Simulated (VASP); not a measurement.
Input of a VASP 6.6.1 run:

File INCAR:

```
SYSTEM = OsPb2Cl4O2
PREC = Accurate
ENCUT = 700
EDIFF = 1E-6
ISMEAR = -1
SIGMA = 0.0699
LREAL = .FALSE.
LASPH = .TRUE.
NELM = 120
ALGO = Normal
ISIF = 2
LWAVE = .FALSE.
LCHARG = .TRUE.
GGA = PE
LELF = .TRUE.
LVHAR = .TRUE.
NBANDS = 52
GGA_COMPAT = .FALSE.
```

File KPOINTS:

```
regular mesh
0
G
  4 4 4
  0 0 0
```

POSCAR

```
OsPb2Cl4O2
1.0
   -3.4545770000      3.4545770000      4.3243980000
    3.4545770000     -3.4545770000      4.3243980000
    3.4545770000      3.4545770000     -4.3243980000
Os O Pb Cl
1 2 2 4
Direct
    0.0000000000      0.0000000000      0.0000000000
    0.2120000000      0.2120000000      0.0000000000
    0.7880000000      0.7880000000      0.0000000000
    0.7500000000      0.2500000000      0.5000000000
    0.2500000000      0.7500000000      0.5000000000
    0.2300000000      0.2300000000      0.4600000000
    0.2300000000      0.7700000000      0.0000000000
    0.7700000000      0.7700000000      0.5400000000
    0.7700000000      0.2300000000      0.0000000000
```

Potentials or basis: VASP PAW PBE potentials, release 64 (Os_sv_GW, O, Pb_d, Cl).

Command:

```sh
$ cat potpaw_PBE.64/Os_sv_GW/POTCAR potpaw_PBE.64/O/POTCAR potpaw_PBE.64/Pb_d/POTCAR potpaw_PBE.64/Cl/POTCAR > POTCAR
$ mpirun -np 1 vasp_std > vasp.out
```

**Question.** What does it give for the pressure?

**Answer.** 3.8 GPa.

**Question.** What does it give for the band gap on the k mesh?

**Answer.** Zero (bands 42 and 43 overlap by 0.58 eV).

**Question.** Estimate the largest force.

**Answer.** 2.162 eV/Å.

Forces on the atoms (eV/Å):
```
Os   0.000  0.000  0.000
O    0.000  0.000  0.785
O    0.000  0.000 -0.785
Pb   0.000  0.000  0.000
Pb   0.000  0.000  0.000
Cl   1.528  1.528  0.000
Cl  -1.528  1.528  0.000
Cl  -1.528 -1.528  0.000
Cl   1.528 -1.528  0.000
```

Caveat: the cell stands under pressure; spin-orbit coupling is left out, which moves the levels of the heavy elements; forces of over 1 eV/Å act on the atoms, so gaps and moduli don't describe the material at rest.
